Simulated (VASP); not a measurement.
# ZnS: relaxation of cell and atoms with PBE

ZnS:

```
Zn S
1.0
     0.00000    2.72170    2.72170
     2.72170    0.00000    2.72170
     2.72170    2.72170    0.00000
Zn S
1 1
Direct
  0.00000 0.00000 0.00000
  0.75000 0.75000 0.75000
```

```yaml
Program: VASP 6.6.1
Task: relaxation of cell and atoms
Functional: PBE
Potentials_or_basis: VASP PAW PBE potentials, release 64 (Zn, S)
Cutoff: 600 eV
k_mesh: 10 × 10 × 10
Occupations: gaussian, width 0.01 eV
Spin: no spin polarisation
Target_pressure: 25 GPa
Dipole_correction: no
Further_INCAR_settings: ALGO = Normal; EDIFF = 1e-06; IBRION = 2; EDIFFG = -0.001; NSW = 80; ISIF = 3
```

```json
{
 "Relaxed volume": "16.20 Å³/atom",
 "Relaxed cell": "a = 3.578 Å, b = 3.578 Å, c = 3.578 Å, α = 60.00°, β = 60.00°, γ = 60.00°",
 "Space group after relaxing (to 0.1 Å)": "F-43m (No. 216)",
 "Energy change on relaxing (the run minimises the enthalpy)": "+255.9 meV/atom",
 "Ionic steps": "7",
 "Pressure after relaxing": "25.0 GPa",
 "Band gap on the k mesh": "2.89 eV (least direct gap 3.02 eV)"
}
```

Step by step:
| step | energy change (eV) | largest force (eV/Å) | pressure (GPa) | volume (Å³) |
| --- | --- | --- | --- | --- |
| 1 | 0.0000 | 0.0000 | 0.15 | 40.32 |
| 2 | 3.1942 | 0.0000 | 101.52 | 24.69 |
| 3 | 0.4425 | 0.0000 | 22.50 | 32.87 |
| 4 | 0.4974 | 0.0000 | 24.55 | 32.49 |
| 5 | 0.5200 | 0.0000 | 25.30 | 32.35 |
| 6 | 0.5005 | 0.0000 | 24.64 | 32.47 |
| 7 | 0.5119 | 0.0000 | 24.99 | 32.40 |

Final structure:
```yaml
crystal:
  lattice:
    - [0.00000, 2.53033, 2.53033]
    - [2.53033, 0.00000, 2.53033]
    - [2.53033, 2.53033, 0.00000]
  atoms:
    - { symbol: Zn, position: [0.00000, 0.00000, 0.00000] }
    - { symbol: S, position: [0.75000, 0.75000, 0.75000] }
```

Levels at points of the mesh, in eV from the valence-band top:
```csv
k point,band 6,band 7,band 8,band 9,band 10,band 11,band 12,band 13
"(0.00, 0.00, 0.00)",-6.60,0.00,0.00,0.00,3.02,6.16,6.16,6.16
"(0.50, 0.00, 0.00)",-6.55,-6.27,-1.19,-1.19,3.65,6.72,6.72,9.50
"(0.50, 0.50, 0.00)",-6.31,-5.40,-3.03,-3.03,2.89,3.90,12.56,13.31
```

Wall time 3.9 min on 1 thread of AMD EPYC 7R13, with other jobs on the host, peak memory 0.18 GiB.

Caveat: the cell is relaxed towards a set pressure, so the run minimises the enthalpy, not the energy; the volume moved by over 15 % at a fixed basis, so the end points are rough. A k mesh can miss the band edges.
